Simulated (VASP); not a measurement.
A run of VASP 6.6.1 is set up as follows.

Contents of INCAR:

```
SYSTEM = Be
  ALGO = Normal
  EDIFF = 1E-6
  EDIFFG = -0.005
  ENCUT = 600
  GGA = PS
  IBRION = 2
  ISIF = 3
  ISMEAR = -1
  LASPH = .TRUE.
  LCHARG = .FALSE.
  LREAL = .FALSE.
  LWAVE = .FALSE.
  NELM = 100
  NSW = 32
  PREC = Accurate
  PSTRESS = 4700.0
  SIGMA = 0.05
```

KPOINTS

```
k-points
0
G
  26 26 14
  0 0 0
```

The input POSCAR:

```
Be
1.0
    1.6652429760      0.0000000000      0.0000000000
   -0.8326214880      1.4421427207      0.0000000000
    0.0000000000      0.0000000000      2.6951670110
Be
2
Direct
    0.3333333333      0.6666666667      0.2500000000
    0.6666666667      0.3333333333      0.7500000000
```

Potentials or basis: VASP PAW PBE potentials, release 64 (Be).

Run with:

```console
$ cat potpaw_PBE.64/Be/POTCAR > POTCAR
$ mpirun -np 1 vasp_std > vasp.out
```

(1) Predict the relaxed cell.

(2) Estimate the band gap on the k mesh.

(3) Estimate the space group after relaxing (to 0.1 Å).

Results:

(1) a = 1.668 Å, b = 1.668 Å, c = 2.699 Å, α = 90.00°, β = 90.00°, γ = 120.00°.

(2) zero (bands 2 and 3 overlap by 2.78 eV).

(3) P6_3/mmc (No. 194).

Caveat: the cell is relaxed towards a set pressure, so the run minimises the enthalpy, not the energy.
